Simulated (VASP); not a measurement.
# TlCu3I4 (P-43m) in VASP: a series of runs, part 2 of 2

VASP 6.6.1. Earlier steps stand in the parts before.

### 3 Single point, r2SCAN+rVV10

This run uses another cell than the first one, of 32.80 Å³/atom.

File POSCAR:

```
TlCu3I4
1.0
    6.4021055639      0.0000000000      0.0000000000
    0.0000000000      6.4021055639      0.0000000000
    0.0000000000      0.0000000000      6.4021055639
Tl Cu I
1 3 4
Direct
    0.0000000000      0.0000000000      0.0000000000
    0.0000000000      0.5000000000      0.5000000000
    0.5000000000      0.0000000000      0.5000000000
    0.5000000000      0.5000000000      0.0000000000
    0.2847502097      0.2847502097      0.2847502097
    0.7152497903      0.7152497903      0.2847502097
    0.2847502097      0.7152497903      0.7152497903
    0.7152497903      0.2847502097      0.7152497903
```

File INCAR.step1:

```
PREC     = Accurate       # precision mode
ENCUT    = 520            # plane-wave cutoff, eV
ISMEAR   = -1             # smearing method
SIGMA    = 0.03           # smearing width, eV
LREAL    = F              # projectors in reciprocal space
LASPH    = T              # aspherical terms in the spheres
NELM     = 80             # most SCF steps
NBANDS   = 47             # bands
GGA      = PE             # functional
ALGO     = Normal         # electronic algorithm
EDIFF    = 1E-4           # SCF threshold, eV
LWAVE    = T              # write WAVECAR
LCHARG   = F              # write CHGCAR
```

File INCAR.step2:

```
PREC     = Accurate       # precision mode
ENCUT    = 520            # plane-wave cutoff, eV
EDIFF    = 1E-6           # SCF threshold, eV
ISMEAR   = -1             # smearing method
SIGMA    = 0.03           # smearing width, eV
LREAL    = F              # projectors in reciprocal space
LASPH    = T              # aspherical terms in the spheres
NELM     = 80             # most SCF steps
ALGO     = Normal         # electronic algorithm
ISIF     = 2              # what is computed and relaxed
LWAVE    = F              # write WAVECAR
LCHARG   = F              # write CHGCAR
METAGGA  = R2SCAN         # meta-GGA
LMIXTAU  = T            
LUSE_VDW = T            
IVDW_NL  = 2            
BPARAM   = 11.95        
CPARAM   = 0.0093       
NBANDS   = 47             # bands
ISTART   = 1
```

File KPOINTS:

```
Automatic mesh
0
Gamma
  4 4 4
```

Potentials or basis: VASP PAW PBE potentials, release 64 (Tl_d, Cu, I).

The run is started by

```console
cat potpaw_PBE.64/Tl_d/POTCAR potpaw_PBE.64/Cu/POTCAR potpaw_PBE.64/I/POTCAR > POTCAR
cp INCAR.step1 INCAR
mpirun -np 1 vasp_std > vasp.out
cp INCAR.step2 INCAR
mpirun -np 1 vasp_std > vasp.out
```

OUTCAR:

```text
PREC = Accurate
   ENCUT = 520
   EDIFF = 1E-6
   ISMEAR = -1
   LREAL = F
   LASPH = T
   NELM = 80
   ISIF = 2
   METAGGA = R2SCAN
   IVDW_NL = 2
   BPARAM = 11.95
   ISTART = 1

 ion  position               nearest neighbor table
   1  0.000  0.000  0.000-   5 3.16   6 3.16   7 3.16   8 3.16
   2  0.000  0.500  0.500-   5 2.67   6 2.67   7 2.67   8 2.67
   3  0.500  0.000  0.500-   5 2.67   6 2.67   7 2.67   8 2.67
   4  0.500  0.500  0.000-   5 2.67   6 2.67   7 2.67   8 2.67
   5  0.285  0.285  0.285-   2 2.67   3 2.67   4 2.67   1 3.16
   6  0.715  0.715  0.285-   2 2.67   3 2.67   4 2.67   1 3.16
   7  0.285  0.715  0.715-   2 2.67   3 2.67   4 2.67   1 3.16
   8  0.715  0.285  0.715-   2 2.67   3 2.67   4 2.67   1 3.16

  LATTYP: Found a simple cubic cell.
 ALAT       =     6.4021055639

  Lattice vectors:

 A1 = (   6.4021055639,   0.0000000000,   0.0000000000)
 A2 = (   0.0000000000,   6.4021055639,   0.0000000000)
 A3 = (   0.0000000000,   0.0000000000,   6.4021055639)

Analysis of symmetry for initial positions (statically):
=====================================================================
 Subroutine PRICEL returns:
 Original cell was already a primitive cell.

 Routine SETGRP: Setting up the symmetry group for a
 simple cubic supercell.

 Subroutine GETGRP returns: Found 24 space group operations
 (whereof 24 operations were pure point group operations)
 out of a pool of 48 trial point group operations.

The static configuration has the point symmetry T_d .

Analysis of symmetry for dynamics (positions and initial velocities):
=====================================================================
 Subroutine PRICEL returns:
 Original cell was already a primitive cell.

[... 125 lines left out ...]
  volume/ion in A,a.u.               =      32.80       221.35
  Fermi-wavevector in a.u.,A,eV,Ry     =   1.073567  2.028748 15.681348  1.152547
  Thomas-Fermi vector in A             =   2.209370
   LORBIT       =      0    0 simple, 1 ext, 2 COOP (PROOUT), +10 PAW based schemes
   METAGGA = R2SCAN    functional components
   LHFCALC =     F    Hartree Fock is set to
   AEXX    =    0.0000 exact exchange contribution
   IVDW_NL    =     2    kernel type
   BPARAM     =11.9500
   IVDW    =     0    specifies the selected vdW correction
   LEPSILON=     F    determine dielectric tensor
   LRPA    =     F    only Hartree local field effects (RPA)
 non-spin polarized calculation
  energy-cutoff  :      520.00
  volume of cell :      262.40
 maximum number of plane-waves:      7120
 NGX is ok and might be reduce to    48
   NGX = 23   NGY = 23   NGZ = 23

 number of electron      74.0000071 magnetization

 Free energy of the ion-electron system (eV)
  ---------------------------------------------------
  ext. energy  EPLUGINS =         0.00000000
  ---------------------------------------------------
  free energy    TOTEN  =      -182.99354671 eV

  energy without entropy =     -182.99354671  energy(sigma->0) =     -182.99354671

 E-fermi :   3.9788     XC(G=0):  -8.9552

 val. band max:        3.2893074844   @ k =   0.5000   0.0000   0.0000
 cond. band min:       4.8046881759   @ k =   0.0000   0.0000   0.0000
 fundamental gap:      1.5153806916
 Fermi energy:         3.9787880886

 k-point     1 :       0.0000    0.0000    0.0000
  band No.  band energies     occupation
      1     -10.6484      2.00000
      2      -9.9695      2.00000
      3      -9.9695      2.00000
      4      -9.9695      2.00000
      5      -7.7265      2.00000
      6      -7.7265      2.00000
[... 489 lines left out ...]
     46       8.7967      0.00000
     47       9.5125      0.00000

------------------------ aborting loop because EDIFF is reached ----------------------------------------

  FORCE on cell =-STRESS in cart. coord.  units (eV):
  Direction    XX          YY          ZZ          XY          YZ          ZX
  --------------------------------------------------------------------------------------
  -------------------------------------------------------------------------------------
  Total        0.2350709      0.2350709      0.2350709      0.0000000      0.0000000      0.0000000
  in kB        1.4352946      1.4352946      1.4352946      0.0000000      0.0000000      0.0000000
  external PRESSURE =       1.4352946 kB  Pullay stress =       0.0000000 kB

 VOLUME and BASIS-vectors are now :
 -----------------------------------------------------------------------------
  energy-cutoff  :      520.00
  volume of cell :      262.40
      direct lattice vectors                 reciprocal lattice vectors
     6.402105564  0.000000000  0.000000000     0.156198612  0.000000000  0.000000000
     0.000000000  6.402105564  0.000000000     0.000000000  0.156198612  0.000000000
     0.000000000  0.000000000  6.402105564     0.000000000  0.000000000  0.156198612

 POSITION                                       TOTAL-FORCE (eV/Angst)
 -----------------------------------------------------------------------------------
      0.00000      0.00000      0.00000         0.000000      0.000000      0.000000
      0.00000      3.20105      3.20105         0.000000      0.000000      0.000000
      3.20105      0.00000      3.20105         0.000000      0.000000      0.000000
      3.20105      3.20105      0.00000         0.000000      0.000000      0.000000
      1.82300      1.82300      1.82300        -0.002431     -0.002431     -0.002431
      4.57910      4.57910      1.82300         0.002431      0.002431     -0.002431
      1.82300      4.57910      4.57910        -0.002431      0.002431      0.002431
      4.57910      1.82300      4.57910         0.002431     -0.002431      0.002431
 -----------------------------------------------------------------------------------
    total drift:                               -0.000000     -0.000000     -0.000000

  FREE ENERGIE OF THE ION-ELECTRON SYSTEM (eV)
  ---------------------------------------------------
  free  energy   TOTEN  =      -182.9935467058 eV

  energy  without entropy=     -182.9935467058  energy(sigma->0) =     -182.99354671
```

It took 5.6 min on 1 thread of Intel Xeon 6975P-C (Granite Rapids), shared host; peak memory 0.81 GiB.

Results:

- Free energy: -182.9935 eV
- Pressure: 0.1 GPa
- Largest force: 0.004 eV/Å
- Band gap on the k mesh: 1.52 eV (least direct gap 1.71 eV)

Forces in eV/Å, atoms in the order of the input:
```
Tl   0.000  0.000  0.000
Cu   0.000  0.000  0.000
Cu   0.000  0.000  0.000
Cu   0.000  0.000  0.000
I   -0.002 -0.002 -0.002
I    0.002  0.002 -0.002
I   -0.002  0.002  0.002
I    0.002 -0.002  0.002
```

Levels at points of the mesh, in eV from the valence-band top:
```
           k point  band 33  band 34  band 35  band 36  band 37  band 38  band 39  band 40  band 41  band 42
(0.00, 0.00, 0.00)    -1.18    -0.78    -0.19    -0.19    -0.19     1.52     2.68     2.68     2.68     3.72
(0.50, 0.00, 0.00)    -0.99    -0.99    -0.62    -0.62     0.00     2.66     3.07     3.55     3.82     3.82
(0.50, 0.50, 0.00)    -0.91    -0.75    -0.75    -0.38    -0.22     3.29     3.38     3.38     4.12     4.12
(0.50, 0.50, 0.50)    -0.98    -0.98    -0.31    -0.31    -0.31     2.35     2.35     2.35     4.14     4.14
```

Caveat: the PAW data sets were made with another functional, which shifts forces and pressure a little; spin-orbit coupling is left out, which moves the levels of the heavy elements. A k mesh can miss the band edges.

### 4 Relaxation of cell and atoms, PBEsol

This run uses another cell than the first one, of 38.74 Å³/atom.

File INCAR:

```
SYSTEM = TlCu3I4
  PREC = Accurate
  ENCUT = 600
  EDIFF = 1E-7
  ISMEAR = -1
  SIGMA = 0.03
  LREAL = .FALSE.
  LASPH = .TRUE.
  NELM = 100
  ALGO = Normal
  ISIF = 3
  LWAVE = .FALSE.
  LCHARG = .FALSE.
  GGA = PS
  IBRION = 2
  NSW = 100
  EDIFFG = -0.01
```

File KPOINTS:

```
regular mesh
0
G
  4 4 4
  0 0 0
```

File POSCAR:

```
TlCu3I4
1.0
    6.7673546200      0.0000000000      0.0000000000
    0.0000000000      6.7673546200      0.0000000000
    0.0000000000      0.0000000000      6.7673546200
Tl Cu I
1 3 4
Direct
    0.0000000000      0.0000000000      0.0000000000
    0.0000000000      0.5000000000      0.5000000000
    0.5000000000      0.0000000000      0.5000000000
    0.5000000000      0.5000000000      0.0000000000
    0.2498341100      0.2498341100      0.2498341100
    0.7501658900      0.7501658900      0.2498341100
    0.2498341100      0.7501658900      0.7501658900
    0.7501658900      0.2498341100      0.7501658900
```

Potentials or basis: VASP PAW PBE potentials, release 64 (Tl_d, Cu, I).

The run is started by

```console
cat potpaw_PBE.64/Tl_d/POTCAR potpaw_PBE.64/Cu/POTCAR potpaw_PBE.64/I/POTCAR > POTCAR
mpirun -np 1 vasp_std > vasp.out
```

OUTCAR:

```text
SYSTEM = TlCu3I4
   PREC = Accurate
   ENCUT = 600
   EDIFF = 1E-7
   ISMEAR = -1
   LREAL = .FALSE.
   LASPH = .TRUE.
   NELM = 100
   ISIF = 3
   GGA = PS
   IBRION = 2
   NSW = 100
   EDIFFG = -0.01

 ion  position               nearest neighbor table
   1  0.000  0.000  0.000-   5 2.93   6 2.93   7 2.93   8 2.93
   2  0.000  0.500  0.500-   5 2.93   6 2.93   7 2.93   8 2.93
   3  0.500  0.000  0.500-   5 2.93   6 2.93   7 2.93   8 2.93
   4  0.500  0.500  0.000-   5 2.93   6 2.93   7 2.93   8 2.93
   5  0.250  0.250  0.250-   1 2.93   2 2.93   3 2.93   4 2.93
   6  0.750  0.750  0.250-   1 2.93   2 2.93   3 2.93   4 2.93
   7  0.250  0.750  0.750-   1 2.93   2 2.93   3 2.93   4 2.93
   8  0.750  0.250  0.750-   1 2.93   2 2.93   3 2.93   4 2.93

  LATTYP: Found a simple cubic cell.
 ALAT       =     6.7673546200

[... 184 lines left out ...]
  -------------------------------------------------------------------------------------
  Total       -4.3205591     -4.3205591     -4.3205591      0.0000000     -0.0000000      0.0000000
  in kB      -22.3353995    -22.3353995    -22.3353995      0.0000000     -0.0000000      0.0000000
  external PRESSURE =     -22.3353995 kB  Pullay stress =       0.0000000 kB
[... 281 lines left out ...]
--------------------------------------- Ionic step        8  -------------------------------------------

 number of electron      73.9999987 magnetization

 Free energy of the ion-electron system (eV)
  ---------------------------------------------------
  ext. energy  EPLUGINS =         0.00000000
  ---------------------------------------------------
  free energy    TOTEN  =       -23.37700138 eV

  energy without entropy =      -23.37700138  energy(sigma->0) =      -23.37700138

 E-fermi :   4.1749     XC(G=0):  -8.6709

 val. band max:        3.6024693869   @ k =   0.5000   0.0000   0.0000
 cond. band min:       4.6919384010   @ k =   0.0000   0.0000   0.0000
 fundamental gap:      1.0894690141
 Fermi energy:         4.1748647930

 k-point     1 :       0.0000    0.0000    0.0000
  band No.  band energies     occupation
      1     -10.0145      2.00000
      2      -9.3188      2.00000
      3      -9.3188      2.00000
      4      -9.3188      2.00000
      5      -7.0058      2.00000
      6      -7.0058      2.00000
[... 494 lines left out ...]
  FREE ENERGIE OF THE ION-ELECTRON SYSTEM (eV)
  ---------------------------------------------------
  free  energy   TOTEN  =       -23.3770013793 eV

  energy  without entropy=      -23.3770013781  energy(sigma->0) =      -23.37700138

 reached required accuracy - stopping structural energy minimisation
```

OSZICAR:

```text
N       E                     dE             d eps       ncg     rms          rms(c)
[... 125 lines left out ...]
DAV:   2    -0.233813400089E+02    0.83008E-02   -0.14972E-01  1100   0.685E+00    0.338E-01
DAV:   3    -0.233773886811E+02    0.39513E-02   -0.28628E-02  1112   0.344E+00    0.148E-01
DAV:   4    -0.233770915243E+02    0.29716E-03   -0.23333E-03  1092   0.208E-01    0.992E-02
DAV:   5    -0.233770170865E+02    0.74438E-04   -0.39707E-04  1340   0.373E-01    0.594E-02
DAV:   6    -0.233770064187E+02    0.10668E-04   -0.84509E-05  1248   0.126E-01    0.202E-02
DAV:   7    -0.233770012759E+02    0.51428E-05   -0.44440E-05  1264   0.124E-01    0.476E-03
DAV:   8    -0.233770013685E+02   -0.92628E-07   -0.42991E-06  1292   0.231E-02    0.218E-03
DAV:   9    -0.233770013793E+02   -0.10841E-07   -0.32719E-07   728   0.400E-03
   8 F= -.23377001E+02 E0= -.23377001E+02  d E =-.600072E-03
```

CONTCAR:

```text
TlCu3I4
   1.00000000000000
     6.3540960729958984   -0.0000000000000000   -0.0000000000000000
    -0.0000000000000000    6.3540960729958984   -0.0000000000000000
     0.0000000000000000   -0.0000000000000000    6.3540960729958984
  Tl              Cu              I
     1     3     4
Direct
     0.0000000000000000    1.0000000000000000    0.0000000000000000
     0.0000000000000000    0.5000000000000000    0.5000000000000000
     0.5000000000000000    1.0000000000000000    0.5000000000000000
     0.5000000000000000    0.5000000000000000    0.0000000000000000
     0.2853273302316278    0.2853273302316278    0.2853273302316278
     0.7146726697683722    0.7146726697683722    0.2853273302316278
     0.2853273302316278    0.7146726697683722    0.7146726697683722
     0.7146726697683722    0.2853273302316278    0.7146726697683722

  0.00000000E+00  0.00000000E+00  0.00000000E+00
  0.00000000E+00  0.00000000E+00  0.00000000E+00
  0.00000000E+00  0.00000000E+00  0.00000000E+00
  0.00000000E+00  0.00000000E+00  0.00000000E+00
  0.00000000E+00  0.00000000E+00  0.00000000E+00
  0.00000000E+00  0.00000000E+00  0.00000000E+00
  0.00000000E+00  0.00000000E+00  0.00000000E+00
  0.00000000E+00  0.00000000E+00  0.00000000E+00
```

Wall time 16 min (1 thread of Intel Xeon 6975P-C (Granite Rapids), shared host); peak memory 0.56 GiB.

Results:

```yaml
Free_energy: -23.3770 eV
Relaxed_volume: 32.07 Å³/atom
Relaxed_cell: a = 6.354 Å, b = 6.354 Å, c = 6.354 Å, α = 90.00°, β = 90.00°, γ = 90.00°
Space_group_after_relaxing_to_0.1_Å: P-43m (No. 215)
Energy_gained_by_relaxing: 311.5 meV/atom
Ionic_steps: 8
Pressure_after_relaxing: 0.0 GPa
Band_gap_on_the_k_mesh: 1.09 eV (least direct gap 1.34 eV)
```

Step by step:
```
step  energy change (eV)  largest force (eV/Å)  pressure (GPa)  volume (Å³)
   1              0.0000                2.1045           -2.23       309.93
   2             -1.0927                1.8288           -1.72       286.33
   3             -1.9206                0.0556            6.37       223.70
   4             -2.1759                1.0858            1.23       248.89
   5             -2.2326                0.8212            2.36       241.42
   6             -2.4907                0.0560           -0.06       256.90
   7             -2.4910                0.0336           -0.12       257.45
   8             -2.4916                0.0001            0.01       256.54
```

Final structure:
```yaml
crystal:
  lattice:
    - [6.35410, 0.00000, 0.00000]
    - [0.00000, 6.35410, 0.00000]
    - [0.00000, 0.00000, 6.35410]
  atoms:
    - { symbol: Tl, position: [0.00000, 0.00000, 0.00000] }
    - { symbol: Cu, position: [0.00000, 0.50000, 0.50000] }
    - { symbol: Cu, position: [0.50000, 0.00000, 0.50000] }
    - { symbol: Cu, position: [0.50000, 0.50000, 0.00000] }
    - { symbol: I, position: [0.28533, 0.28533, 0.28533] }
    - { symbol: I, position: [0.71467, 0.71467, 0.28533] }
    - { symbol: I, position: [0.28533, 0.71467, 0.71467] }
    - { symbol: I, position: [0.71467, 0.28533, 0.71467] }
```

Levels at points of the mesh, in eV from the valence-band top:
```tsv
k point	band 35	band 36	band 37	band 38	band 39	band 40
(0.00, 0.00, 0.00)	-0.25	-0.25	-0.25	1.09	2.39	2.39
(0.50, 0.00, 0.00)	-0.71	-0.71	0.00	2.32	2.69	3.19
(0.50, 0.50, 0.00)	-0.85	-0.46	-0.21	2.95	2.97	2.97
(0.50, 0.50, 0.50)	-0.38	-0.38	-0.38	1.95	1.95	1.95
```

Caveat: the volume moved by over 15 % at a fixed basis, so the end points are rough; the PAW data sets were made with another functional, which shifts forces and pressure a little; spin-orbit coupling is left out, which moves the levels of the heavy elements.

### 5 Summary

| task | level | cell | cutoff (eV) | gap on the mesh (eV) | pressure (GPa) |
| --- | --- | --- | --- | --- | --- |
| single point | PBEsol | a = 6.352 Å, 8 atoms, atomic positions A | 520 | 1.09 | 0.0 |
| single point | r2SCAN+rVV10 | a = 6.402 Å, 8 atoms, atomic positions A | 520 | 1.52 | 0.1 |
| relaxation of cell and atoms | PBEsol | relaxed from a = 6.767 Å, 8 atoms, atomic positions B | 600 | 1.09 | 0.0 |

Alike in all rows: potentials or basis VASP PAW PBE potentials, release 64 (Tl_d, Cu, I); no spin polarisation; k mesh 4 × 4 × 4; smearing fermi-dirac 0.03 eV.

Caveats: the PAW data sets were made with another functional, which shifts forces and pressure a little; spin-orbit coupling is left out, which moves the levels of the heavy elements; the volume moved by over 15 % at a fixed basis, so the end points are rough (at least some runs).

Absolute energies hang on the potentials; compare differences alone.
